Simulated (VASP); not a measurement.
Ge, 2 atoms in the cell. The structure is tetragonal, space group I4_1/amd (No. 141). The conventional cell has a = 4.001 Å, b = 4.001 Å, c = 5.884 Å, α = 90.00°, β = 90.00°, γ = 90.00°. Ge (site symmetry -4m2) has 4 Ge at 2.48 Å within 3.3 Å. 

- Program: VASP 6.6.1
- Task: single point
- Functional: PBE
- Potentials or basis: VASP PAW PBE potentials, release 64 (Ge_d)
- Cutoff: 520 eV
- k mesh: 7 × 7 × 7
- Occupations: fermi-dirac, width 0.05 eV
- Spin: no spin polarisation
- Dipole correction: no
- Further INCAR settings: ALGO = Normal; EDIFF = 1e-06; NBANDS = 21

Potentials or basis: VASP PAW PBE potentials, release 64 (Ge_d).

Command:

```sh
$ cat potpaw_PBE.64/Ge_d/POTCAR > POTCAR
$ mpirun -np 1 vasp_std > vasp.out
```

Hardware: 1 thread of Intel(R) Xeon(R) 6975P-C (Granite Rapids), on a shared host.

Question: How long does it take, and how much memory?

Answer: Wall time 18 s on 1 thread of Intel(R) Xeon(R) 6975P-C (Granite Rapids), with other jobs on the host, peak memory 0.18 GiB. Counts: scf iterations 12, k points 40.
